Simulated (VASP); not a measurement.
# SnSe (I4/mmm) in VASP: a series of runs

SnSe is run at these levels: LDA; tasks: single point.

All numbers are computed with VASP 6.6.1; they aren't measurements. Logs are shortened: lines on timing, memory, paths and dates and some standing lists are left out, and cuts for length are marked.

## Step 1: The cell of the first run

Symmetry: I4/mmm, No. 139, tetragonal system. Conventional cell: a = 4.172 Å, b = 4.172 Å, c = 6.020 Å, α = 90.00°, β = 90.00°, γ = 90.00°. Sn (site symmetry 4/mmm) has 6 Se at 2.95 to 3.01 Å within 3.9 Å. Within 3.9 Å of Se (site symmetry 4/mmm) lie 6 Sn at 2.95 to 3.01 Å.

## Step 2: Single point, LDA (equal xx and yy strain of -2 %)

The input, INCAR:

```
PREC = Accurate
ENCUT = 520
EDIFF = 1E-6
ISMEAR = -1
SIGMA = 0.02
LREAL = F
LASPH = T
NELM = 60
ALGO = Normal
ISIF = 2
LWAVE = F
LCHARG = T
GGA = CA
LELF = T
LVHAR = T
NBANDS = 17
```

The input, KPOINTS:

```
regular mesh
0
Gamma
  9 9 9
```

The input, POSCAR:

```
SnSe
1.0
    0.0000000000      2.9498000000      3.0100000000
    2.9498000000      0.0000000000      3.0100000000
    2.9498000000      2.9498000000      0.0000000000
Sn Se
1 1
Direct
    0.0000000000      0.0000000000      0.0000000000
    0.5000000000      0.5000000000      0.5000000000
```

Potentials or basis: VASP PAW LDA potentials, release 64 (Sn_d, Se).

Started as:

```bash
cat potpaw_LDA.64/Sn_d/POTCAR potpaw_LDA.64/Se/POTCAR > POTCAR
mpirun -np 1 vasp_std > vasp.out
```

OUTCAR:

```text
PREC = Accurate
   ENCUT = 520
   EDIFF = 1E-6
   ISMEAR = -1
   LREAL = F
   LASPH = T
   NELM = 60
   ISIF = 2
   GGA = CA

 ion  position               nearest neighbor table
   1  0.000  0.000  0.000-   2 2.95   2 2.95   2 2.95   2 2.95   2 3.01   2 3.01
   2  0.500  0.500  0.500-   1 2.95   1 2.95   1 2.95   1 2.95   1 3.01   1 3.01

  LATTYP: Found a body centered tetragonal cell.
 ALAT       =     4.1716471663
 C/A-ratio  =     1.4430750636

  Lattice vectors:

 A1 = (  -2.9498000000,   0.0000000000,   3.0100000000)
 A2 = (   2.9498000000,   0.0000000000,   3.0100000000)
 A3 = (   0.0000000000,   2.9498000000,  -3.0100000000)

Analysis of symmetry for initial positions (statically):
=====================================================================
 Subroutine PRICEL returns:
 Original cell was already a primitive cell.

 Routine SETGRP: Setting up the symmetry group for a
 body centered tetragonal supercell.

 Subroutine GETGRP returns: Found 16 space group operations
 (whereof 16 operations were pure point group operations)
 out of a pool of 16 trial point group operations.

The static configuration has the point symmetry D_4h.

Analysis of symmetry for dynamics (positions and initial velocities):
=====================================================================
 Subroutine PRICEL returns:
 Original cell was already a primitive cell.

 Routine SETGRP: Setting up the symmetry group for a
 body centered tetragonal supercell.

 Subroutine GETGRP returns: Found 16 space group operations
 (whereof 16 operations were pure point group operations)
 out of a pool of 16 trial point group operations.

The dynamic configuration has the point symmetry D_4h.

 Subroutine INISYM returns: Found 16 space group operations
 (whereof 16 operations are pure point group operations),
 and found     1 'primitive' translations

----------------------------------------------------------------------------------------

                                     Primitive cell

  volume of cell :      52.3819

  direct lattice vectors                    reciprocal lattice vectors
     0.000000000  2.949800000  3.010000000    -0.169503017  0.169503017  0.166112957
     2.949800000  0.000000000  3.010000000     0.169503017 -0.169503017  0.166112957
     2.949800000  2.949800000  0.000000000     0.169503017  0.169503017 -0.166112957

  length of vectors
     4.214429978  4.214429978  4.171647166     0.291643721  0.291643721  0.291643721

  position of ions in fractional coordinates (direct lattice)
     0.000000000  0.000000000  0.000000000
     0.500000000  0.500000000  0.500000000

  ion indices of the primitive-cell ions
   primitive index   ion index
                 1           1
                 2           2

----------------------------------------------------------------------------------------

 KPOINTS: regular mesh

Automatic generation of k-mesh.
 Grid dimensions read from file:
 generate k-points for:    9    9    9

 Generating k-lattice:

  Cartesian coordinates                     Fractional coordinates (reciprocal lattice)
    -0.018833669  0.018833669  0.018456995     0.111111111 -0.000000000  0.000000000
     0.018833669 -0.018833669  0.018456995    -0.000000000  0.111111111  0.000000000
     0.018833669  0.018833669 -0.018456995     0.000000000  0.000000000  0.111111111

  Length of vectors
     0.032404858  0.032404858  0.032404858

  Shift w.r.t. Gamma in fractional coordinates (k-lattice)
     0.000000000  0.000000000  0.000000000

 Subroutine IBZKPT returns following result:
 ===========================================

 Found     75 irreducible k-points:

 Following reciprocal coordinates:
            Coordinates               Weight
  0.000000  0.000000  0.000000      1.000000
  0.111111  0.000000  0.000000      8.000000
  0.222222  0.000000  0.000000      8.000000
  0.333333 -0.000000  0.000000      8.000000
  0.444444  0.000000  0.000000      8.000000
  0.111111  0.111111  0.000000      2.000000
[... 16 lines left out ...]
 -0.333333  0.333333  0.000000      4.000000
  0.444444  0.444444  0.000000      2.000000
 [... further k-points ...]
   k-points           NKPTS =     75   k-points in BZ     NKDIM =     75   number of bands    NBANDS=     17
   number of dos      NEDOS =    301   number of ions     NIONS =      2
   total plane-waves  NPLWV =  32768
   dimension x,y,z NGX =    32 NGY =   32 NGZ =   32
   dimension x,y,z NGXF=    64 NGYF=   64 NGZF=   64
   ions per type =               1   1
   NGX,Y,Z   is equivalent  to a cutoff of  12.62, 12.62, 12.75 a.u.
   NGXF,Y,Z  is equivalent  to a cutoff of  25.25, 25.25, 25.50 a.u.
 SYSTEM =  unknown system
   PREC   = accura    normal or accurate (medium, high low for compatibility)
   ISTART =      0    job   : 0-new  1-cont  2-samecut
   ICHARG =      2    charge: 1-file 2-atom 10-const
   ISPIN  =      1    spin polarized calculation?
   LNONCOLLINEAR =      F non collinear calculations
   LSORBIT =      F    spin-orbit coupling
   LASPH  =      T    aspherical Exc in radial PAW
   ENCUT  =  520.0 eV  38.22 Ry    6.18 a.u.   7.84  7.84  7.76*2*pi/ulx,y,z
   NELM   =     60;   NELMIN=  2; NELMDL= -5     # of ELM steps
   EDIFF  = 0.1E-05   stopping-criterion for ELM
   LREAL  =      F    real-space projection
   EDIFFG = 0.1E-04   stopping-criterion for IOM
   NSW    =      0    number of steps for IOM
   IBRION =     -1    ionic relax: 0-MD 1-quasi-New 2-CG
   NFREE  =      0    steps in history (QN), initial steepest desc. (CG)
   ISIF   =      2    stress and relaxation
   ISYM   =      2    0-nonsym 1-usesym 2-fastsym
   POTIM  = 0.5000    time-step for ionic-motion
   TEBEG  =    0.0;   TEEND  =   0.0 temperature during run
   PSTRESS=    0.0 pullay stress
   NELECT =      20.0000    total number of electrons
   NUPDOWN=      -1.0000    fix difference up-down
   EMIN   =  10.00;   EMAX   =-10.00  energy-range for DOS
   EFERMI =   0.00;   METHOD = LEGACY
   ISMEAR =    -1;   SIGMA  =   0.02  broadening in eV -4-tet -1-fermi 0-gaus
   EFERMI_NEDOS =   21; number of points for ismear=-14 and -15
   IALGO  =     38    algorithm
   IMIX   =      4    mixing-type and parameters
     AMIX     =   0.40;   BMIX     =  1.00
     AMIX_MAG =   1.60;   BMIX_MAG =  1.00
  volume/ion in A,a.u.               =      26.19       176.75
  Fermi-wavevector in a.u.,A,eV,Ry     =   1.187657  2.244346 19.191407  1.410529
  Thomas-Fermi vector in A             =   2.323803
   LORBIT       =      0    0 simple, 1 ext, 2 COOP (PROOUT), +10 PAW based schemes
   GGA     = CA    functional components
   LHFCALC =     F    Hartree Fock is set to
   AEXX    =    0.0000 exact exchange contribution
   IVDW    =     0    specifies the selected vdW correction
   LEPSILON=     F    determine dielectric tensor
   LRPA    =     F    only Hartree local field effects (RPA)
 non-spin polarized calculation
  energy-cutoff  :      520.00
  volume of cell :       52.38
 maximum number of plane-waves:      1422
   NGX = 15   NGY = 15   NGZ = 15

 number of electron      20.0000007 magnetization

 Free energy of the ion-electron system (eV)
  ---------------------------------------------------
  ext. energy  EPLUGINS =         0.00000000
  ---------------------------------------------------
  free energy    TOTEN  =        -9.49283383 eV

  energy without entropy =       -9.49283284  energy(sigma->0) =       -9.49283333

 E-fermi :   6.1313     XC(G=0): -10.0606

 val. band max:        5.9483692330   @ k =  -0.3333   0.1111   0.0000
 cond. band min:       6.3289351315   @ k =  -0.3333   0.0000   0.1111
 fundamental gap:      0.3805658985
 Fermi energy:         6.1313062667

 k-point     1 :       0.0000    0.0000    0.0000
  band No.  band energies     occupation
      1     -15.6079      2.00000
      2     -15.6016      2.00000
      3     -15.6016      2.00000
      4     -15.6001      2.00000
      5     -15.5971      2.00000
      6      -8.2600      2.00000
[... 9 lines left out ...]
     16      11.7593      0.00000
     17      13.9263      0.00000

 k-point     2 :       0.1111    0.0000    0.0000
  band No.  band energies     occupation
      1     -15.6085      2.00000
      2     -15.6018      2.00000
      3     -15.6011      2.00000
      4     -15.5995      2.00000
      5     -15.5958      2.00000
      6      -8.1660      2.00000
[... 9 lines left out ...]
     16      12.0592      0.00000
     17      14.7615      0.00000

 k-point     3 :       0.2222    0.0000    0.0000
  band No.  band energies     occupation
      1     -15.6106      2.00000
      2     -15.6048      2.00000
      3     -15.5998      2.00000
      4     -15.5953      2.00000
      5     -15.5918      2.00000
      6      -7.9046      2.00000
[... 9 lines left out ...]
     16      12.8304      0.00000
     17      16.5507      0.00000

 k-point     4 :       0.3333   -0.0000    0.0000
  band No.  band energies     occupation
      1     -15.6135      2.00000
      2     -15.6084      2.00000
      3     -15.5987      2.00000
      4     -15.5903      2.00000
      5     -15.5866      2.00000
      6      -7.5518      2.00000
[... 9 lines left out ...]
     16      14.0503      0.00000
     17      17.8542      0.00000
[... 343 lines left out ...]
      1     -15.6330      2.00000
      2     -15.5979      2.00000
      3     -15.5977      2.00000
      4     -15.5862      2.00000
      5     -15.5835      2.00000
      6      -6.9839      2.00000
[... 9 lines left out ...]
     16      16.4383      0.00000
     17      18.3961      0.00000

 k-point    23 :      -0.3333    0.3333    0.0000
  band No.  band energies     occupation
      1     -15.6269      2.00000
      2     -15.6019      2.00000
      3     -15.5916      2.00000
      4     -15.5903      2.00000
      5     -15.5859      2.00000
      6      -6.9912      2.00000
[... 9 lines left out ...]
     16      15.0874      0.00000
     17      17.3329      0.00000

 k-point    24 :       0.4444    0.4444    0.0000
  band No.  band energies     occupation
      1     -15.6407      2.00000
      2     -15.6045      2.00000
      3     -15.5919      2.00000
      4     -15.5818      2.00000
      5     -15.5818      2.00000
      6      -7.0195      2.00000
[... 9 lines left out ...]
     16      17.9003      0.00000
     17      18.7034      0.00000

 [... further k-points ...]

------------------------ aborting loop because EDIFF is reached ----------------------------------------

  FORCE on cell =-STRESS in cart. coord.  units (eV):
  Direction    XX          YY          ZZ          XY          YZ          ZX
  --------------------------------------------------------------------------------------
  -------------------------------------------------------------------------------------
  Total       -0.0635415     -0.0635415     -0.9121448      0.0000000      0.0000000      0.0000000
  in kB       -1.9435092     -1.9435092    -27.8992646      0.0000000      0.0000000      0.0000000
  external PRESSURE =     -10.5954277 kB  Pullay stress =       0.0000000 kB

 VOLUME and BASIS-vectors are now :
 -----------------------------------------------------------------------------
  energy-cutoff  :      520.00
  volume of cell :       52.38
      direct lattice vectors                 reciprocal lattice vectors
     0.000000000  2.949800000  3.010000000    -0.169503017  0.169503017  0.166112957
     2.949800000  0.000000000  3.010000000     0.169503017 -0.169503017  0.166112957
     2.949800000  2.949800000  0.000000000     0.169503017  0.169503017 -0.166112957

 POSITION                                       TOTAL-FORCE (eV/Angst)
 -----------------------------------------------------------------------------------
      0.00000      0.00000      0.00000        -0.000000      0.000000     -0.000000
      2.94980      2.94980      3.01000         0.000000     -0.000000      0.000000
 -----------------------------------------------------------------------------------
    total drift:                                0.000000     -0.000000     -0.000000

  FREE ENERGIE OF THE ION-ELECTRON SYSTEM (eV)
  ---------------------------------------------------
  free  energy   TOTEN  =        -9.4928338303 eV

  energy  without entropy=       -9.4928328356  energy(sigma->0) =       -9.49283333
```

It took 19 s on 1 thread of Intel Xeon 6975P-C (Granite Rapids), shared host; peak memory 0.19 GiB.

Results:

```
Free energy            : -9.4928 eV
Pressure               : -1.1 GPa
Band gap on the k mesh : 0.38 eV, indirect (least direct gap 0.43 eV)
```

Caveat: the cell differs from its parent crystal (equal xx and yy strain of -2 %); spin-orbit coupling is left out, which moves the levels of the heavy elements. A k mesh can miss the band edges.

## Step 3: Single point, LDA (equal xx and yy strain of -1 %)

The input, INCAR:

```
SYSTEM = SnSe
PREC = Accurate ; ENCUT = 520
EDIFF = 1E-7 ; ISMEAR = -1
SIGMA = 0.02 ; LREAL = .FALSE.
LASPH = .TRUE. ; NELM = 60
ALGO = Normal ; ISIF = 2
LWAVE = .FALSE. ; LCHARG = .FALSE.
GGA = CA ; NBANDS = 17
```

The input, KPOINTS:

```
Automatic mesh
0
G
  9 9 9
  0 0 0
```

The input, POSCAR:

```
SnSe
1.0
    0.0000000000      2.9799000000      3.0100000000
    2.9799000000      0.0000000000      3.0100000000
    2.9799000000      2.9799000000      0.0000000000
Sn Se
1 1
Direct
    0.0000000000      0.0000000000      0.0000000000
    0.5000000000      0.5000000000      0.5000000000
```

Potentials or basis: VASP PAW LDA potentials, release 64 (Sn_d, Se).

Started as:

```bash
cat potpaw_LDA.64/Sn_d/POTCAR potpaw_LDA.64/Se/POTCAR > POTCAR
mpirun -np 1 vasp_std > vasp.out
```

Wall time 18 s (1 thread of Intel Xeon 6975P-C (Granite Rapids), shared host); peak memory 0.2 GiB.

Results (log left out):

| Item | Value |
| --- | --- |
| Free energy | -9.4862 eV |
| Pressure | -2.2 GPa |
| Band gap on the k mesh | 0.48 eV, indirect (least direct gap 0.50 eV) |

Stress tensor (GPa, compression positive):
```
-1.81  0.00  0.00
 0.00 -1.81  0.00
 0.00  0.00 -3.01
```

Levels at points of the mesh, in eV from the valence-band top:
```csv
k point,band 7,band 8,band 9,band 10,band 11,band 12,band 13,band 14
"(0.00, 0.00, 0.00)",-5.09,-2.23,-2.23,-2.13,4.16,4.40,4.40,5.82
```

Caveat: the cell differs from its parent crystal (equal xx and yy strain of -1 %); spin-orbit coupling is left out, which moves the levels of the heavy elements.

[end of part 1 of 2]
